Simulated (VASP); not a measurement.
Runs of VASP 6.6.1 on SrBr3. The structure is that of space group Fm-3m (No. 225), or close to it. The cells are those of the table. 

```csv
task,cell,k mesh,cutoff (eV),gap on the mesh (eV),pressure (GPa),relaxed volume (Å³/atom)
single point,"a = 6.311 Å, angles 60.0°, 4 atoms",4 × 4 × 4,520,none,-4.3,-
relaxation of cell and atoms,"relaxed from a = 6.311 Å, angles 60.0°, 4 atoms",4 × 4 × 4,600,none,-0.1,30.04
single point,"a = 5.535 Å, angles 60.0°, 4 atoms",10 × 10 × 10,520,none,0.0,-
single point,"a = 5.555 Å, angles 60.0°, 4 atoms",4 × 4 × 4,520,none,(a),-
relaxation of cell and atoms,"relaxed from a = 5.555 Å, angles 60.0°, 4 atoms",10 × 10 × 10,600,none,0.0,30.03
```

Alike in all rows: level PBE; potentials or basis VASP PAW PBE potentials, release 64 (Sr_sv, Br); no spin polarisation; smearing gaussian 0.1 eV.

Q: Estimate the missing entries.

A: (a) -0.3.

Caveats: an odd number of electrons without spin polarisation forces a metal; a magnetic or distorted state may lie lower; the volume moved by over 15 % at a fixed basis, so the end points are rough (some runs).

A k mesh can miss the band edges, and the runs leave out spin-orbit coupling on Br, Sr.

A gap of «none» marks levels without a gap at the run's occupations.
